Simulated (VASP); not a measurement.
# Ti (I4_1/amd) in VASP: single point with r2SCAN

Aim: the single point of Ti with r2SCAN.

Program: VASP 6.6.1. These are calculated values, not measurements. Logs are shortened: lines on timing, memory, paths and dates and some standing lists are left out, and cuts for length are marked.

## 1. The cell of the first run

Symmetry: I4_1/amd, No. 141, tetragonal system. The conventional cell has a = 4.949 Å, b = 4.949 Å, c = 2.804 Å, α = 90.00°, β = 90.00°, γ = 90.00°. Ti (site symmetry -4m2) has 10 Ti at 2.57 to 3.25 Å within 3.4 Å.

## 2. Single point, r2SCAN

Input file POSCAR:

```
Ti
1.0
   -2.4746641872      2.4746641872      1.4020877210
    2.4746641872     -2.4746641872      1.4020877210
    2.4746641872      2.4746641872     -1.4020877210
Ti
2
Direct
    0.0000000000      0.0000000000      0.0000000000
    0.7500000000      0.2500000000      0.5000000000
```

Input file INCAR.step1:

```
SYSTEM = Ti
  ALGO = Normal
  EDIFF = 1E-4
  ENCUT = 520
  GGA = PE
  ISMEAR = 0
  LASPH = .True.
  LCHARG = .False.
  LREAL = .False.
  LWAVE = .True.
  NBANDS = 19
  NELM = 80
  PREC = Accurate
  SIGMA = 0.1
```

Input file INCAR.step2:

```
SYSTEM = Ti
  ALGO = Normal
  EDIFF = 1E-6
  ENCUT = 520
  ISIF = 2
  ISMEAR = 0
  ISTART = 1
  LASPH = .True.
  LCHARG = .False.
  LMIXTAU = .True.
  LREAL = .False.
  LWAVE = .False.
  METAGGA = R2SCAN
  NBANDS = 19
  NELM = 80
  PREC = Accurate
  SIGMA = 0.1
```

Input file KPOINTS:

```
k-points
0
Gamma
  22 22 22
  0 0 0
```

Potentials or basis: VASP PAW PBE potentials, release 64 (Ti_sv).

Launch:

```bash
cat potpaw_PBE.64/Ti_sv/POTCAR > POTCAR
cp INCAR.step1 INCAR
mpirun -np 1 vasp_std > vasp.out
cp INCAR.step2 INCAR
mpirun -np 1 vasp_std > vasp.out
```

OUTCAR:

```text
SYSTEM = Ti
   EDIFF = 1E-6
   ENCUT = 520
   ISIF = 2
   ISMEAR = 0
   ISTART = 1
   LASPH = .True.
   LREAL = .False.
   METAGGA = R2SCAN
   NELM = 80
   PREC = Accurate

 ion  position               nearest neighbor table
   1  0.000  0.000  0.000-   2 2.57   2 2.57   2 2.57   2 2.57
   2  0.750  0.250  0.500-   1 2.57   1 2.57   1 2.57   1 2.57

  LATTYP: Found a body centered tetragonal cell.
 ALAT       =     4.9493283744
 C/A-ratio  =     0.5665769636

  Lattice vectors:

 A1 = (  -2.4746641872,   2.4746641872,   1.4020877210)
 A2 = (   2.4746641872,  -2.4746641872,   1.4020877210)
 A3 = (   2.4746641872,   2.4746641872,  -1.4020877210)

Analysis of symmetry for initial positions (statically):
=====================================================================
 Subroutine PRICEL returns:
 Original cell was already a primitive cell.

 Routine SETGRP: Setting up the symmetry group for a
 body centered tetragonal supercell.

 Subroutine GETGRP returns: Found 16 space group operations
 (whereof  8 operations were pure point group operations)
 out of a pool of 16 trial point group operations.

The static configuration has the point symmetry D_2d.
 The point group associated with its full space group is D_4h.

Analysis of symmetry for dynamics (positions and initial velocities):
=====================================================================
 Subroutine PRICEL returns:
 Original cell was already a primitive cell.

 Routine SETGRP: Setting up the symmetry group for a
 body centered tetragonal supercell.

 Subroutine GETGRP returns: Found 16 space group operations
 (whereof  8 operations were pure point group operations)
 out of a pool of 16 trial point group operations.

The dynamic configuration has the point symmetry D_2d.
 The point group associated with its full space group is D_4h.

 Subroutine INISYM returns: Found 16 space group operations
 (whereof  8 operations are pure point group operations),
 and found     1 'primitive' translations

----------------------------------------------------------------------------------------

                                     Primitive cell

  volume of cell :      34.3453

  direct lattice vectors                    reciprocal lattice vectors
    -2.474664187  2.474664187  1.402087721     0.000000000  0.202047616  0.356611068
     2.474664187 -2.474664187  1.402087721     0.202047616  0.000000000  0.356611068
     2.474664187  2.474664187 -1.402087721     0.202047616  0.202047616  0.000000000

  length of vectors
     3.770116133  3.770116133  3.770116133     0.409871557  0.409871557  0.285738479

  position of ions in fractional coordinates (direct lattice)
     0.000000000  0.000000000  0.000000000
     0.750000000  0.250000000  0.500000000

  ion indices of the primitive-cell ions
   primitive index   ion index
                 1           1
                 2           2

----------------------------------------------------------------------------------------

 KPOINTS: k-points

Automatic generation of k-mesh.
 Grid dimensions read from file:
 generate k-points for:   22   22   22

 Generating k-lattice:

  Cartesian coordinates                     Fractional coordinates (reciprocal lattice)
     0.000000000  0.009183983  0.016209594     0.045454545  0.000000000  0.000000000
     0.009183983  0.000000000  0.016209594     0.000000000  0.045454545  0.000000000
     0.009183983  0.009183983  0.000000000     0.000000000  0.000000000  0.045454545

  Length of vectors
     0.018630525  0.018630525  0.012988113

  Shift w.r.t. Gamma in fractional coordinates (k-lattice)
     0.000000000  0.000000000  0.000000000

 Subroutine IBZKPT returns following result:
 ===========================================

 Found    834 irreducible k-points:

 Following reciprocal coordinates:
            Coordinates               Weight
  0.000000  0.000000  0.000000      1.000000
  0.045455  0.000000  0.000000      8.000000
  0.090909  0.000000  0.000000      8.000000
  0.136364  0.000000 -0.000000      8.000000
  0.181818  0.000000 -0.000000      8.000000
  0.227273  0.000000  0.000000      8.000000
[... 16 lines left out ...]
  0.500000  0.045455  0.000000     16.000000
 -0.454545  0.045455  0.000000     16.000000
 [... further k-points ...]
   k-points           NKPTS =    834   k-points in BZ     NKDIM =    834   number of bands    NBANDS=     19
   number of dos      NEDOS =    301   number of ions     NIONS =      2
   total plane-waves  NPLWV =  21952
   dimension x,y,z NGX =    28 NGY =   28 NGZ =   28
   dimension x,y,z NGXF=    56 NGYF=   56 NGZF=   56
   ions per type =               2
   NGX,Y,Z   is equivalent  to a cutoff of  12.35, 12.35, 12.35 a.u.
   NGXF,Y,Z  is equivalent  to a cutoff of  24.69, 24.69, 24.69 a.u.
 SYSTEM =  Ti
   PREC   = accura    normal or accurate (medium, high low for compatibility)
   ISTART =      1    job   : 0-new  1-cont  2-samecut
   ICHARG =      0    charge: 1-file 2-atom 10-const
   ISPIN  =      1    spin polarized calculation?
   LNONCOLLINEAR =      F non collinear calculations
   LSORBIT =      F    spin-orbit coupling
   LASPH  =      T    aspherical Exc in radial PAW
   ENCUT  =  520.0 eV  38.22 Ry    6.18 a.u.   7.01  7.01  7.01*2*pi/ulx,y,z
   NELM   =     80;   NELMIN=  2; NELMDL=  0     # of ELM steps
   EDIFF  = 0.1E-05   stopping-criterion for ELM
   LREAL  =      F    real-space projection
   EDIFFG = 0.1E-04   stopping-criterion for IOM
   NSW    =      0    number of steps for IOM
   IBRION =     -1    ionic relax: 0-MD 1-quasi-New 2-CG
   NFREE  =      0    steps in history (QN), initial steepest desc. (CG)
   ISIF   =      2    stress and relaxation
   ISYM   =      2    0-nonsym 1-usesym 2-fastsym
   POTIM  = 0.5000    time-step for ionic-motion
   TEBEG  =    0.0;   TEEND  =   0.0 temperature during run
   PSTRESS=    0.0 pullay stress
   NELECT =      24.0000    total number of electrons
   NUPDOWN=      -1.0000    fix difference up-down
   EMIN   =  10.00;   EMAX   =-10.00  energy-range for DOS
   EFERMI =   0.00;   METHOD = LEGACY
   ISMEAR =     0;   SIGMA  =   0.10  broadening in eV -4-tet -1-fermi 0-gaus
   EFERMI_NEDOS =   21; number of points for ismear=-14 and -15
   IALGO  =     38    algorithm
   IMIX   =      4    mixing-type and parameters
     AMIX     =   0.40;   BMIX     =  1.00
     AMIX_MAG =   1.60;   BMIX_MAG =  1.00
  volume/ion in A,a.u.               =      17.17       115.89
  Fermi-wavevector in a.u.,A,eV,Ry     =   1.452745  2.745290 28.714654  2.110468
  Thomas-Fermi vector in A             =   2.570091
   LORBIT       =      0    0 simple, 1 ext, 2 COOP (PROOUT), +10 PAW based schemes
   METAGGA = R2SCAN    functional components
   LHFCALC =     F    Hartree Fock is set to
   AEXX    =    0.0000 exact exchange contribution
   IVDW    =     0    specifies the selected vdW correction
   LEPSILON=     F    determine dielectric tensor
   LRPA    =     F    only Hartree local field effects (RPA)
 non-spin polarized calculation
 Gauss-broadening in eV      SIGMA  =   0.10
  energy-cutoff  :      520.00
  volume of cell :       34.35
 maximum number of plane-waves:       948
   NGX = 15   NGY = 15   NGZ = 15

 number of electron      23.9999992 magnetization

 Free energy of the ion-electron system (eV)
  ---------------------------------------------------
  ext. energy  EPLUGINS =         0.00000000
  ---------------------------------------------------
  free energy    TOTEN  =       -24.98884315 eV

  energy without entropy =      -24.97609706  energy(sigma->0) =      -24.98247010

 E-fermi :   8.1849     XC(G=0): -12.3941

 val. band max:        8.1844467430   @ k =  -0.2727   0.2727   0.1364
 cond. band min:       8.1853167975   @ k =  -0.2727   0.2273   0.0000
 fundamental gap:      0.0008700544
 Fermi energy:         8.1848582756

 k-point     1 :       0.0000    0.0000    0.0000
  band No.  band energies     occupation
      1     -50.7099      2.00000
      2     -50.3664      2.00000
      3     -26.2299      2.00000
      4     -26.2298      2.00000
      5     -25.4820      2.00000
      6     -25.4691      2.00000
[... 11 lines left out ...]
     18      12.7400      0.00000
     19      13.2197      0.00000

 k-point     2 :       0.0455    0.0000    0.0000
  band No.  band energies     occupation
      1     -50.7070      2.00000
      2     -50.3666      2.00000
      3     -26.2291      2.00000
      4     -26.2237      2.00000
      5     -25.4937      2.00000
      6     -25.4806      2.00000
[... 11 lines left out ...]
     18      12.7245      0.00000
     19      13.1395      0.00000

 k-point     3 :       0.0909    0.0000    0.0000
  band No.  band energies     occupation
      1     -50.6986      2.00000
      2     -50.3672      2.00000
      3     -26.2268      2.00000
      4     -26.2061      2.00000
      5     -25.5279      2.00000
      6     -25.5137      2.00000
[... 11 lines left out ...]
     18      12.6782      0.00000
     19      13.0008      0.00000

 k-point     4 :       0.1364    0.0000   -0.0000
  band No.  band energies     occupation
      1     -50.6852      2.00000
      2     -50.3684      2.00000
      3     -26.2233      2.00000
      4     -26.1788      2.00000
      5     -25.5831      2.00000
      6     -25.5622      2.00000
[... 407 lines left out ...]
     18      12.1919      0.00000
     19      13.2216      0.00000

 k-point    23 :       0.5000    0.0455    0.0000
  band No.  band energies     occupation
      1     -50.5474      2.00000
      2     -50.3994      2.00000
      3     -26.1982      2.00000
      4     -26.1334      2.00000
      5     -26.0226      2.00000
      6     -25.6992      2.00000
[... 11 lines left out ...]
     18      11.9882      0.00000
     19      13.0490      0.00000

 k-point    24 :      -0.4545    0.0455    0.0000
  band No.  band energies     occupation
      1     -50.5566      2.00000
      2     -50.3980      2.00000
      3     -26.1989      2.00000
      4     -26.1095      2.00000
      5     -26.0012      2.00000
      6     -25.7036      2.00000
[... 11 lines left out ...]
     18      12.0240      0.00000
     19      12.6404      0.00000

 [... further k-points ...]

------------------------ aborting loop because EDIFF is reached ----------------------------------------

  FORCE on cell =-STRESS in cart. coord.  units (eV):
  Direction    XX          YY          ZZ          XY          YZ          ZX
  --------------------------------------------------------------------------------------
  -------------------------------------------------------------------------------------
  Total        0.1110482      0.1110482      0.0845409      0.0000000      0.0000000      0.0000000
  in kB        5.1802921      5.1802921      3.9437532      0.0000000      0.0000000      0.0000000
  external PRESSURE =       4.7681125 kB  Pullay stress =       0.0000000 kB

 VOLUME and BASIS-vectors are now :
 -----------------------------------------------------------------------------
  energy-cutoff  :      520.00
  volume of cell :       34.35
      direct lattice vectors                 reciprocal lattice vectors
    -2.474664187  2.474664187  1.402087721     0.000000000  0.202047616  0.356611068
     2.474664187 -2.474664187  1.402087721     0.202047616  0.000000000  0.356611068
     2.474664187  2.474664187 -1.402087721     0.202047616  0.202047616  0.000000000

 POSITION                                       TOTAL-FORCE (eV/Angst)
 -----------------------------------------------------------------------------------
      0.00000      0.00000      0.00000         0.000000     -0.000000      0.000000
      0.00000      2.47466      0.70104        -0.000000      0.000000     -0.000000
 -----------------------------------------------------------------------------------
    total drift:                               -0.000000      0.000000      0.000000

  FREE ENERGIE OF THE ION-ELECTRON SYSTEM (eV)
  ---------------------------------------------------
  free  energy   TOTEN  =       -24.9888431468 eV

  energy  without entropy=      -24.9760970598  energy(sigma->0) =      -24.98247010
```

It took 27 min on 1 thread of Intel Xeon 8259CL, shared host; peak memory 0.53 GiB.

What came out:

```
Free energy            : -24.9888 eV
Pressure               : 0.5 GPa
Band gap on the k mesh : zero (bands 12 and 13 overlap by 1.14 eV)
```

Stress tensor (GPa, compression positive):
```
0.52 0.00 0.00
0.00 0.52 0.00
0.00 0.00 0.39
```

Levels at points of the mesh, in eV from the Fermi level:
| k point | band 9 | band 10 | band 11 | band 12 | band 13 | band 14 | band 15 | band 16 |
| --- | --- | --- | --- | --- | --- | --- | --- | --- |
| (0.00, 0.00, 0.00) | -6.16 | -2.73 | -0.89 | -0.40 | 0.39 | 2.69 | 2.69 | 2.72 |
| (0.50, 0.00, 0.00) | -2.33 | -2.07 | -1.09 | -0.13 | 0.95 | 1.54 | 1.67 | 3.00 |
| (0.50, 0.50, 0.00) | -3.15 | -3.15 | -0.36 | -0.36 | 0.61 | 0.61 | 2.30 | 2.30 |
| (0.50, 0.50, 0.50) | -2.06 | -2.06 | 0.17 | 0.17 | 0.29 | 0.29 | 2.56 | 2.56 |

Caveat: the PAW data sets were made with another functional, which shifts forces and pressure a little.
